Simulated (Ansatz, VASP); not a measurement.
**One calculation of MoS2, two programs**

```
Mo S
1.0
     3.18507    0.00000    0.00000
    -1.59253    2.75835    0.00000
     0.00000    0.00000   14.80798
Mo S
2 4
Cartesian
  1.5925 0.9195 3.7020
  0.0000 1.8389 11.1060
  1.5925 0.9195 9.5435
  0.0000 1.8389 5.2645
  1.5925 0.9195 12.6685
  0.0000 1.8389 2.1395
```

Alike in both runs: task relaxation of cell and atoms; functional PBE; k mesh 12 × 12 × 2; occupations gaussian, width 0.02 eV; no spin polarisation.

```csv
,VASP,Ansatz
version,VASP 6.6.1,Ansatz 0.2.0
potentials or method,"VASP PAW PBE potentials, release 64 (Mo_sv, S), cutoff 600 eV","scalar-relativistic, plane waves, PAW"
valence electrons in the cell,52,52
```

```csv
,VASP,Ansatz,Ansatz less VASP
"gap on the k mesh at the Fermi level, each at its own relaxed structure (eV)",1.46,1.45,-0.012
relaxed volume (Å³/atom),21.67,21.68,+0.015
relaxed cell length with the largest relative difference (Å),14.804,14.808,+0.0043
```
